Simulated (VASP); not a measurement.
**Ti: single point with PBEsol**

Ti:

```
Ti
1.0
     4.28953    0.00000    0.00000
    -2.14476    3.71484    0.00000
     0.00000    0.00000    2.93873
Ti
3
Direct
  0.00000 0.00000 0.00000
  0.33333 0.66667 0.50000
  0.66667 0.33333 0.50000
```

This cell differs from its parent crystal: strain -0.050 along x and y, +0.050 along z.

```
Program             : VASP 6.6.1
Task                : single point
Functional          : PBEsol
Potentials or basis : VASP PAW PBE potentials, release 64 (Ti_sv)
Cutoff              : 520 eV
k mesh              : 12 × 12 × 18
Occupations         : gaussian, width 0.15 eV
Spin                : no spin polarisation
```

* Pressure: 6.4 GPa
* Band gap on the k mesh: zero (bands 18 and 19 overlap by 0.71 eV)

Stress tensor (GPa, compression positive):
```
12.41  0.00  0.00
 0.00 12.41  0.00
 0.00  0.00 -5.57
```

Levels at points of the mesh, in eV from the Fermi level:
| k point | band 15 | band 16 | band 17 | band 18 | band 19 | band 20 | band 21 | band 22 |
| --- | --- | --- | --- | --- | --- | --- | --- | --- |
| (0.00, 0.00, 0.00) | -0.60 | -0.60 | -0.49 | -0.49 | 0.54 | 1.29 | 1.35 | 1.36 |
| (0.50, 0.00, 0.00) | -2.88 | -0.57 | -0.27 | -0.26 | 0.21 | 0.23 | 1.05 | 1.43 |
| (0.00, 0.00, 0.50) | -2.42 | -2.23 | -1.88 | -1.88 | 1.28 | 1.28 | 1.50 | 1.50 |
| (0.50, 0.00, 0.50) | -1.82 | -1.40 | -1.21 | -0.80 | 0.40 | 0.69 | 0.99 | 1.12 |

It took 4.7 min on 1 thread of Intel(R) Xeon(R) 6975P-C (Granite Rapids), with other jobs on the host, peak memory 0.28 GiB.

Caveat: the cell differs from its parent crystal (strain -0.050 along x and y, +0.050 along z); the cell stands under pressure; the PAW data sets were made with another functional, which shifts forces and pressure a little.
